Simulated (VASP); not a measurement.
BaS:

```
Ba S
1.0
     0.00000    3.48422    3.48422
     3.48422    0.00000    3.48422
     3.48422    3.48422    0.00000
Ba S
1 1
Cartesian
  0.0000 0.0000 0.0000
  1.7421 1.7421 1.7421
```

This cell differs from its parent crystal: strain -1.0%.

Base run:

- Program: VASP 6.6.1
- Functional: PBE
- Potentials or basis: VASP PAW PBE potentials, release 64 (Ba_sv, S)
- Cutoff: 520 eV
- k mesh: 6 × 6 × 6
- Occupations: fermi-dirac, width 0.02 eV
- Spin: no spin polarisation

Its results: band gap on the k mesh 2.81 eV (least direct gap 3.42 eV); pressure 1.3 GPa.

Question: The run is repeated on the same cell with these changes: functional from PBE to r2SCAN; occupations from fermi-dirac, width 0.02 eV to gaussian, width 0.01 eV. What comes out?

Answer: Band gap on the k mesh 3.13 eV (least direct gap 3.69 eV); pressure 1.4 GPa.

Caveats: spin-orbit coupling is left out, which moves the levels of the heavy elements; the PAW data sets were made with another functional, which shifts forces and pressure a little (at least some runs).

A k mesh can miss the band edges.
